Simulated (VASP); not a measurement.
A run of VASP 6.6.1:

File INCAR:

```
  PREC = Accurate
  ENCUT = 500
  EDIFF = 1E-6
  ISMEAR = 0
  SIGMA = 0.15
  LREAL = F
  LASPH = T
  NELM = 120
  ALGO = Normal
  ISIF = 2
  LWAVE = F
  LCHARG = T
  GGA = PS
  IVDW = 12
  LELF = T
  LVHAR = T
  NBANDS = 30
  GGA_COMPAT = F
```

KPOINTS

```
regular mesh
0
Gamma
  10 10 10
```

The input POSCAR:

```
In3Se
1.0
    4.2435767801      0.0000000000      0.0000000000
    0.0000000000      4.2435767801      0.0000000000
    0.0000000000      0.0000000000      4.5876505731
In Se
3 1
Direct
    0.0000000000      0.5000000000      0.5000000000
    0.5000000000      0.0000000000      0.5000000000
    0.5000000000      0.5000000000      0.0000000000
    0.0000000000      0.0000000000      0.0000000000
```

Potentials or basis: VASP PAW PBE potentials, release 64 (In_d, Se).

The run is started by

```bash
$ cat potpaw_PBE.64/In_d/POTCAR potpaw_PBE.64/Se/POTCAR > POTCAR
$ mpirun -np 1 vasp_std > vasp.out
```

Hardware: 1 thread of Intel Xeon 8259CL (shared host).

Problem. How long does it take, and how much memory?

Solution. Wall time 5.4 min on 1 thread of Intel Xeon 8259CL (shared host), peak memory 0.37 GiB. Counts: scf iterations 13, k points 126.
